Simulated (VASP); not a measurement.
Input of a VASP 6.6.1 run:

The input INCAR:

```
PREC     = Accurate       # precision mode
ENCUT    = 520            # plane-wave cutoff, eV
EDIFF    = 1E-7           # SCF threshold, eV
ISMEAR   = 0              # smearing method
SIGMA    = 0.05           # smearing width, eV
LREAL    = F              # projectors in reciprocal space
LASPH    = T              # aspherical terms in the spheres
NELM     = 100            # most SCF steps
ALGO     = Normal         # electronic algorithm
ISIF     = 2              # what is computed and relaxed
LWAVE    = F              # write WAVECAR
LCHARG   = T              # write CHGCAR
LELF     = T              # ELF
LVHAR    = T            
NBANDS   = 26             # bands
```

The input KPOINTS:

```
regular mesh
0
Gamma
  6 6 6
```

Contents of POSCAR:

```
K2PdC2
1.0
    5.1181840614      0.0000000000      0.0000000000
   -2.5590920307      4.4324774185      0.0000000000
    0.0000000000      0.0000000000      5.2581371800
K Pd C
2 1 2
Direct
    0.6230826510      0.3014276195      0.6821619258
    0.3333333333      0.6666666667      0.2798017900
    0.0000000000      0.0000000000      0.0000000000
    0.0000000000      0.0000000000      0.6201967800
    0.0000000000      0.0000000000      0.3798032200
```

Potentials or basis: VASP PAW LDA potentials, release 64 (K_sv, Pd, C).

Launch:

```bash
$ cat potpaw_LDA.64/K_sv/POTCAR potpaw_LDA.64/Pd/POTCAR potpaw_LDA.64/C/POTCAR > POTCAR
$ mpirun -np 1 vasp_std > vasp.out
```

(1) Estimate the band gap on the k mesh.

(2) Estimate the largest force.

(3) Estimate the pressure.

Answers

(1) 1.32 eV, indirect (least direct gap 1.36 eV).

(2) 0.495 eV/Å.

(3) -2.4 GPa.

Caveat: the cell differs from its parent crystal (atom 1 (K) moved by (-0.200, -0.200) A along [1 1 0] and z).
